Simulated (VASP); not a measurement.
The system is BeS4.

```
CELL_PARAMETERS angstrom
3.65452 -3.83750 0.00000
3.65452 3.83750 0.00000
0.00000 0.00000 3.28165
ATOMIC_POSITIONS crystal
Be 0.00000 0.00000 0.00000
S 0.81060 0.18940 0.50000
S 0.18940 0.81060 0.50000
S 0.28520 0.28520 0.00000
S 0.71480 0.71480 0.00000
```

The cell was generated, and may not be a known phase.

```yaml
Program: VASP 6.6.1
Task: relaxation of cell and atoms
Functional: PBE
Potentials_or_basis: VASP PAW PBE potentials, release 64 (Be, S)
Cutoff: 600 eV
k_mesh: 4 × 4 × 6
Occupations: gaussian, width 0.1 eV
Spin: no spin polarisation
```

At the start: pressure -3.0 GPa; volume 18.41 Å³/atom.

Where does the relaxation end?

Over 73 steps the energy falls by 549.7 meV/atom and the volume is 27.27 Å³/atom (+48.1 %); space group Cmmm (No. 65, to 0.1 Å) before and after.

The path:
```
step  energy change (eV)  largest force (eV/Å)  pressure (GPa)  volume (Å³)
   1              0.0000                0.6302           -3.04        92.05
   3             -0.3063                0.9037            2.34        80.31
   5             -0.5906                0.4444            1.51        77.08
   7             -0.5964                0.3491            1.80        76.61
   9             -0.6569                0.2385           -1.51        79.20
  11             -0.6970                0.4563            2.77        74.87
  13             -0.7056                0.4136            1.49        75.97
  15             -0.7589                0.9701            2.68        75.70
  17             -0.7571                0.9851            2.76        75.67
  19             -0.7638                1.2624            3.92        75.56
  21             -0.7509                1.4808            5.46        75.97
  23             -0.7903                1.3765            4.32        75.89
  25             -0.9164                1.4194            3.56        77.23
  27             -1.3532                1.5197            2.34        82.70
  29             -1.7850                2.8955            3.44        91.40
  31             -2.4929                1.1636            0.12       101.33
  33             -2.6474                0.8403            0.00       106.94
  35             -2.6545                1.0425            0.04       108.00
  37             -2.6858                0.6511            0.96       111.03
  39             -2.7083                0.2531            1.01       112.52
  41             -2.7149                0.1785            0.04       114.43
  43             -2.7200                0.3064            0.00       115.63
  45             -2.7208                0.4238           -0.01       116.25
  47             -2.7243                0.3150            0.15       116.85
  49             -2.7285                0.2798            0.95       119.58
  51             -2.7319                0.1679            0.61       119.73
  53             -2.7356                0.2945           -0.18       128.12
  55             -2.7401                0.1445           -0.25       126.85
  57             -2.7414                0.0970           -0.07       126.97
  59             -2.7419                0.0412            0.12       127.31
  61             -2.7422                0.0281            0.06       127.58
  63             -2.7428                0.0667           -0.09       128.38
  65             -2.7436                0.2061           -0.24       129.55
  67             -2.7442                0.1961           -0.20       129.86
  69             -2.7461                0.1447           -0.03       131.24
  71             -2.7476                0.1141            0.22       134.05
  73             -2.7486                0.0159            0.00       136.35
```

Final structure:
```
CELL_PARAMETERS angstrom
4.97329 -4.03491 0.00000
4.97329 4.03491 0.00000
0.00000 0.00000 3.39739
ATOMIC_POSITIONS crystal
Be 0.00000 0.00000 0.00000
S 0.85991 0.14009 0.50000
S 0.14009 0.85991 0.50000
S 0.40355 0.40355 0.00000
S 0.59645 0.59645 0.00000
```

Caveat: the volume moved by over 15 % at a fixed basis, so the end points are rough.
